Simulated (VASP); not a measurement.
Set up this calculation in VASP 6.6.1, as the native input.

```
Task                   : single point
Functional             : PBE
Potentials or basis    : VASP PAW PBE potentials, release 64 (Si)
Cutoff                 : 500 eV
k mesh                 : 4 × 4 × 4
Occupations            : gaussian, width 0.03 eV
Spin                   : no spin polarisation
Dipole correction      : no
Further INCAR settings : ALGO = Normal; EDIFF = 1e-06; NBANDS = 16
```

The structure of Si lies in POSCAR:

```
Si
1.0
   -3.0469726728      3.0469726728      2.2898274277
    3.0469726728     -3.0469726728      2.2898274277
    3.0469726728      3.0469726728     -2.2898274277
Si
4
Direct
    0.1788010600      0.1788010600      0.3576021200
    0.8211989400      0.8211989400      0.6423978800
    0.1788010600      0.8211989400      0.0000000000
    0.8211989400      0.1788010600      0.0000000000
```

This cell differs from its parent crystal: ratio of the length along z to the lengths across it x 1.3, volume and fractional coordinates fixed.

One way to write it, as run:

INCAR

```
SYSTEM = Si
ALGO = Normal ; EDIFF = 1E-6
ENCUT = 500 ; GGA = PE
GGA_COMPAT = .FALSE. ; ISIF = 2
ISMEAR = 0 ; LASPH = .TRUE.
LCHARG = .FALSE. ; LREAL = .FALSE.
LWAVE = .FALSE. ; NBANDS = 16
NELM = 120 ; PREC = Accurate
SIGMA = 0.03
```

KPOINTS

```
k-points
0
G
  4 4 4
  0 0 0
```

Potentials or basis: VASP PAW PBE potentials, release 64 (Si).

Run with:

```console
$ cat potpaw_PBE.64/Si/POTCAR > POTCAR
$ mpirun -np 1 vasp_std > vasp.out
```

Results of the run:

```json
{
  "Pressure": "5.8 GPa",
  "Largest force": "3.658 eV/Å",
  "Band gap on the k mesh": "zero (band 8 reaches 5.52 eV, above the bottom of band 9 at 4.98 eV)"
}
```

Caveat: the k points lie up to 0.43 Å⁻¹ apart; forces of over 1 eV/Å act on the atoms, so gaps and moduli don't describe the material at rest.

Run time: 17 s on 1 thread of Intel(R) Xeon(R) Platinum 8259CL CPU @ 2.50GHz (Skylake/Cascade Lake) (shared host), peak memory 0.19 GiB.
